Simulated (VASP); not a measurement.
# Sb2Pt in VASP: notebook, part 2 of 2

VASP 6.6.1.

## 5. Relaxation of shape and atoms at fixed volume, PBE (24.37 Å³/atom)

This run uses another cell than the first one, of 24.37 Å³/atom.

Contents of INCAR:

```
SYSTEM = Sb2Pt
PREC = Accurate
ENCUT = 600
EDIFF = 1E-6
ISMEAR = 0
SIGMA = 0.05
LREAL = .False.
LASPH = .True.
NELM = 80
ALGO = Normal
ISIF = 4
LWAVE = .False.
LCHARG = .False.
GGA = PE
IBRION = 2
NSW = 60
EDIFFG = -0.01
```

Contents of KPOINTS:

```
Automatic mesh
0
Gamma
  10 10 6
  0 0 0
```

Contents of POSCAR:

```
Sb2Pt
1.0
    4.0327381939      0.0000000000      0.0000000000
   -2.0163690969      3.4924537227      0.0000000000
    0.0000000000      0.0000000000      5.1908316213
Pt Sb
1 2
Direct
    0.0000000000      0.0000000000      0.0000000000
    0.3333333333      0.6666666667      0.2584105895
    0.6666666667      0.3333333333      0.7415894105
```

The run is started by

```sh
cat potpaw_PBE.64/Pt/POTCAR potpaw_PBE.64/Sb/POTCAR > POTCAR
mpirun -np 1 vasp_std > vasp.out
```

Wall time 2.5 min (1 thread of Intel Xeon Platinum 8259CL at 2.50GHz (Skylake/Cascade Lake), shared host); peak memory 0.27 GiB.

The run converged. Its results:

* Free energy: -15.3751 eV
* Energy gained by relaxing: 1.1 meV/atom
* Ionic steps: 6
* Pressure after relaxing: 0.9 GPa
* Band gap on the k mesh: zero (bands 10 and 11 overlap by 3.23 eV)

Step by step:
| step | energy change (eV) | largest force (eV/Å) | pressure (GPa) | volume (Å³) |
| --- | --- | --- | --- | --- |
| 1 | 0.0000 | 0.1640 | 1.75 | 73.11 |
| 2 | -0.0022 | 0.0901 | 1.38 | 73.11 |
| 3 | -0.0030 | 0.0058 | 0.93 | 73.11 |
| 4 | -0.0030 | 0.0146 | 0.99 | 73.11 |
| 5 | -0.0032 | 0.0108 | 0.95 | 73.11 |
| 6 | -0.0034 | 0.0015 | 0.88 | 73.11 |

Final structure:
```cif
data_structure
_symmetry_space_group_name_H-M 'P 1'
_symmetry_Int_Tables_number 1
_cell_length_a 4.0296
_cell_length_b 4.0296
_cell_length_c 5.1990
_cell_angle_alpha 90.000
_cell_angle_beta 90.000
_cell_angle_gamma 120.000
_cell_volume 73.11
loop_
_atom_site_label
_atom_site_type_symbol
_atom_site_fract_x
_atom_site_fract_y
_atom_site_fract_z
_atom_site_occupancy
Pt1 Pt 0.00000 0.00000 0.00000 1
Sb1 Sb 0.33333 0.66667 0.26273 1
Sb2 Sb 0.66667 0.33333 0.73727 1
```

Levels at points of the mesh, in eV from the Fermi level:
| k point | band 8 | band 9 | band 10 | band 11 | band 12 | band 13 |
| --- | --- | --- | --- | --- | --- | --- |
| (0.00, 0.00, 0.00) | -1.91 | 1.56 | 1.56 | 2.57 | 2.57 | 3.73 |
| (0.50, 0.00, 0.00) | -2.23 | -1.84 | -1.82 | -1.58 | 1.37 | 4.62 |
| (0.00, 0.00, 0.50) | -0.26 | 0.68 | 0.79 | 0.79 | 4.10 | 4.10 |
| (0.50, 0.00, 0.50) | -2.78 | -2.45 | -0.60 | 1.10 | 1.79 | 3.10 |

Caveat: spin-orbit coupling is left out, which moves the levels of the heavy elements.

## 6. Relaxation of cell and atoms, PBE

This run uses another cell than the first one, of 24.55 Å³/atom.

Contents of INCAR:

```
PREC     = Accurate       # precision mode
ENCUT    = 600            # plane-wave cutoff, eV
EDIFF    = 1E-6           # SCF threshold, eV
ISMEAR   = 0              # smearing method
SIGMA    = 0.05           # smearing width, eV
LREAL    = False          # projectors in reciprocal space
LASPH    = True           # aspherical terms in the spheres
NELM     = 80             # most SCF steps
ALGO     = Normal         # electronic algorithm
ISIF     = 3              # what is computed and relaxed
LWAVE    = False          # write WAVECAR
LCHARG   = False          # write CHGCAR
GGA      = PE             # functional
IBRION   = 2              # ionic algorithm
NSW      = 50             # ionic steps
EDIFFG   = -0.01          # ionic threshold
```

Contents of KPOINTS:

```
regular mesh
0
Gamma
  10 10 6
```

Contents of POSCAR:

```
Sb2Pt
1.0
    4.0249930087      0.0000000000      0.0000000000
   -2.0124965043      3.4857461956      0.0000000000
    0.0000000000      0.0000000000      5.2493007957
Pt Sb
1 2
Direct
    0.0000000000      0.0000000000      0.0000000000
    0.3333333333      0.6666666667      0.2653757680
    0.6666666667      0.3333333333      0.7346242320
```

Potentials or basis: VASP PAW PBE potentials, release 64 (Pt, Sb).

The run is started by

```sh
cat potpaw_PBE.64/Pt/POTCAR potpaw_PBE.64/Sb/POTCAR > POTCAR
mpirun -np 1 vasp_std > vasp.out
```

It took 6.1 min on 1 thread of Intel Xeon Platinum 8259CL at 2.50GHz (Skylake/Cascade Lake), shared host; peak memory 0.29 GiB.

Results (log left out):

```
Free energy                           : -15.3786 eV
Relaxed volume                        : 24.76 Å³/atom
Relaxed cell                          : a = 4.052 Å, b = 4.052 Å, c = 5.225 Å, α = 90.00°, β = 90.00°, γ = 120.00°
Space group after relaxing (to 0.1 Å) : P-3m1 (No. 164)
Energy gained by relaxing             : 1.2 meV/atom
Ionic steps                           : 14
Pressure after relaxing               : 0.0 GPa
Largest force after relaxing          : 0.008 eV/Å
Band gap on the k mesh                : zero (bands 10 and 11 overlap by 3.15 eV)
```

Forces in eV/Å, atoms in the order of the input:
```
Pt   0.000  0.000  0.000
Sb   0.000  0.000 -0.008
Sb   0.000  0.000  0.008
```

The path:
```tsv
step	energy change (eV)	largest force (eV/Å)	pressure (GPa)	volume (Å³)
1	0.0000	0.1129	-0.23	73.65
2	-0.0005	0.0331	0.51	73.27
3	-0.0007	0.0579	0.29	73.38
4	-0.0016	0.0456	0.27	73.59
5	-0.0029	0.0154	0.17	74.21
6	-0.0026	0.0500	-0.45	74.66
7	-0.0030	0.0087	-0.07	74.37
8	-0.0032	0.0085	-0.02	74.33
9	-0.0036	0.0092	0.05	74.20
10	-0.0036	0.0094	0.11	74.15
11	-0.0036	0.0094	0.07	74.18
12	-0.0035	0.0345	-0.20	74.40
13	-0.0036	0.0171	-0.01	74.24
14	-0.0036	0.0079	0.01	74.28
```

Final structure:
```
Pt Sb
1.0
     4.05160    0.00000    0.00000
    -2.02580    3.50879    0.00000
     0.00000    0.00000    5.22518
Pt Sb
1 2
Direct
  0.00000 0.00000 0.00000
  0.33333 0.66667 0.25921
  0.66667 0.33333 0.74079
```

Levels at points of the mesh, in eV from the Fermi level:
| k point | band 8 | band 9 | band 10 | band 11 | band 12 | band 13 |
| --- | --- | --- | --- | --- | --- | --- |
| (0.00, 0.00, 0.00) | -1.87 | 1.51 | 1.51 | 2.59 | 2.59 | 3.69 |
| (0.50, 0.00, 0.00) | -2.18 | -1.82 | -1.81 | -1.58 | 1.39 | 4.54 |
| (0.00, 0.00, 0.50) | -0.24 | 0.60 | 0.80 | 0.80 | 4.02 | 4.02 |
| (0.50, 0.00, 0.50) | -2.78 | -2.41 | -0.68 | 1.09 | 1.85 | 3.01 |

Caveat: spin-orbit coupling is left out, which moves the levels of the heavy elements.

## 7. The runs side by side

| task | cell | cutoff (eV) | gap on the mesh (eV) | pressure (GPa) | largest force (eV/Å) |
| --- | --- | --- | --- | --- | --- |
| relaxation of shape and atoms at fixed volume | relaxed from a = 4.003, b = 4.003, c = 5.162 Å, angles 90.0, 90.0, 120.0°, 3 atoms, atomic positions A | 600 | none | 1.4 | - |
| single point | a = 4.060, b = 4.060, c = 5.226 Å, angles 90.9, 88.3, 120.0°, 3 atoms, atomic positions B | 520 | none | -0.2 | 0.22 |
| single point | a = 4.060, b = 4.095, c = 5.226 Å, angles 90.0, 90.0, 120.9°, 3 atoms, atomic positions B | 520 | none | -0.3 | 0.12 |
| relaxation of shape and atoms at fixed volume | relaxed from a = 4.033, b = 4.033, c = 5.191 Å, angles 90.0, 90.0, 120.0°, 3 atoms, atomic positions B | 600 | none | 0.9 | - |
| relaxation of cell and atoms | relaxed from a = 4.025, b = 4.025, c = 5.249 Å, angles 90.0, 90.0, 120.0°, 3 atoms, atomic positions C | 600 | none | 0.0 | 0.01 |

Alike in all rows: level PBE; potentials or basis VASP PAW PBE potentials, release 64 (Pt, Sb); no spin polarisation; k mesh 10 × 10 × 6; smearing gaussian 0.05 eV.

Caveats: spin-orbit coupling is left out, which moves the levels of the heavy elements.

Absolute energies hang on the potentials; compare differences alone.
